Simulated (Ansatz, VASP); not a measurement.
Cu: VASP beside Ansatz

Contents of POSCAR:

```
Cu
1.0
    0.0000000000      1.7884399149      1.7884399149
    1.7884399149      0.0000000000      1.7884399149
    1.7884399149      1.7884399149      0.0000000000
Cu
1
Direct
    0.0000000000      0.0000000000      0.0000000000
```

Contents of INCAR.step1:

```
PREC = Accurate ; ENCUT = 520
ISMEAR = 0 ; SIGMA = 0.15
LREAL = F ; LASPH = T
NELM = 80 ; NBANDS = 12
GGA = PE ; ALGO = Normal
EDIFF = 1E-4 ; LWAVE = T
LCHARG = F
```

The input INCAR.step2:

```
PREC = Accurate ; ENCUT = 520
EDIFF = 1E-7 ; ISMEAR = 0
SIGMA = 0.15 ; LREAL = F
LASPH = T ; NELM = 80
ALGO = Normal ; ISIF = 2
LWAVE = F ; LCHARG = T
METAGGA = R2SCAN ; LMIXTAU = T
LELF = T ; LVHAR = T
NBANDS = 12 ; ISTART = 1
```

The input KPOINTS:

```
Automatic mesh
0
Gamma
  28 28 28
```

Input for Ansatz:

```yaml
crystal:
  lattice:
    - [0.0, 1.7884399149, 1.7884399149]
    - [1.7884399149, 0.0, 1.7884399149]
    - [1.7884399149, 1.7884399149, 0.0]
  atoms:
    - { symbol: Cu, position: [0.0, 0.0, 0.0] }
basis:
  ecutwfc: 500
kpoints:
  mp_grid: { grid: [28, 28, 28] }
hamiltonian:
  xc: r2scan
scf:
  occupations: { method: gaussian, width: 0.15 }
output:
  forces: true
  stress: true
  eigenvalues: true
```

Alike in both runs: task single point; functional r2SCAN; k mesh 28 × 28 × 28; occupations gaussian, width 0.15 eV; no spin polarisation.

|  | VASP | Ansatz |
| --- | --- | --- |
| version | VASP 6.6.1 | Ansatz 0.2.0 |
| potentials or method | VASP PAW PBE potentials, release 64 (Cu), cutoff 520 eV | scalar-relativistic, plane waves, PAW |
| valence electrons in the cell | 11 | 19 |

Ansatz gave:

| Item | Value |
| --- | --- |
| gap on the k mesh at the Fermi level (eV) | none |
| pressure (GPa) | -0.1 |

What did VASP give for the same quantities?

gap on the k mesh at the Fermi level (eV): none; pressure (GPa): 0.6.

VASP's potentials were made for PBE, not for r2SCAN. A gap of «none» marks a metal or a gap that the smearing closes. VASP's potentials hold 11 valence electrons a cell and Ansatz's 19, so a difference there can come from the potentials and not from the codes.
